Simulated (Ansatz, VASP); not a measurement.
## Two plane-wave programs on WSe2

The input INCAR:

```
SYSTEM = WSe2
PREC = Accurate
ENCUT = 520
EDIFF = 1E-6
ISMEAR = 0
SIGMA = 0.05
LREAL = .False.
LASPH = .True.
NELM = 60
ALGO = Normal
ISIF = 2
LWAVE = .False.
LCHARG = .True.
GGA = PS
LELF = .True.
LVHAR = .True.
NBANDS = 35
```

File KPOINTS:

```
Automatic mesh
0
Gamma
  9 9 2
  0 0 0
```

Contents of POSCAR:

```
WSe2
1.0
   -3.2711504052      0.0000000000      0.0000000000
   -1.6355752026     -2.8328993505      0.0000000000
   -0.3271150405      0.0000000000     13.2206689562
W Se
2 4
Direct
    0.2770033333      0.3333333333      0.5633000000
    0.6603366667      0.6666666667      0.0633000000
    0.2396647152      0.3333333333      0.9366861811
    0.6229980486      0.6666666667      0.4366861811
    0.3143419514      0.3333333333      0.1899138189
    0.5976752848      0.6666666667      0.6899138189
```

Input for Ansatz:

```yaml
crystal:
  lattice:
    - [-3.2711504052, 0.0, 0.0]
    - [-1.6355752026, -2.8328993505, 0.0]
    - [-0.3271150405, 0.0, 13.2206689562]
  atoms:
    - { symbol: W, position: [0.2770033333, 0.3333333333, 0.5633] }
    - { symbol: W, position: [0.6603366667, 0.6666666667, 0.0633] }
    - { symbol: Se, position: [0.2396647152, 0.3333333333, 0.9366861811] }
    - { symbol: Se, position: [0.6229980486, 0.6666666667, 0.4366861811] }
    - { symbol: Se, position: [0.3143419514, 0.3333333333, 0.1899138189] }
    - { symbol: Se, position: [0.5976752848, 0.6666666667, 0.6899138189] }
basis:
  ecutwfc: 420
kpoints:
  mp_grid: { grid: [9, 9, 2] }
hamiltonian:
  xc: pbesol
scf:
  occupations: { method: gaussian, width: 0.05 }
output:
  forces: true
  stress: true
  eigenvalues: true
```

Alike in both runs: task single point; functional PBEsol; k mesh 9 × 9 × 2; occupations gaussian, width 0.05 eV; no spin polarisation.

```csv
,VASP,Ansatz
version,VASP 6.6.1,Ansatz 0.2.0
potentials or method,"VASP PAW PBE potentials, release 64 (W_sv, Se), cutoff 520 eV","scalar-relativistic, plane waves, PAW"
valence electrons in the cell,52,92
```

Ansatz gave:

| Item | Value |
| --- | --- |
| gap on the k mesh at the Fermi level (eV) | 1.07 |
| least direct gap on the mesh (eV) | 1.55 |
| pressure (GPa) | 1.4 |
| traceless stress, the component that is largest in VASP (GPa) | 6.14 |
| rms of the force components (eV/Å) | 1.069 |

Problem. What did VASP give for the same quantities?

Solution. gap on the k mesh at the Fermi level (eV): 1.06; least direct gap on the mesh (eV): 1.55; pressure (GPa): 1.8; traceless stress, the component that is largest in VASP (GPa): 6.18; rms of the force components (eV/Å): 1.079.

VASP's potentials were made for PBE, not for PBEsol. Atom by atom the forces differ by 0.030 eV/Å (rms over components). The functional is the same, so the differences come from potentials, cutoffs and numerics. VASP's potentials hold 52 valence electrons a cell and Ansatz's 92, so a difference there can come from the potentials and not from the codes.

Neither program's run includes spin-orbit coupling.
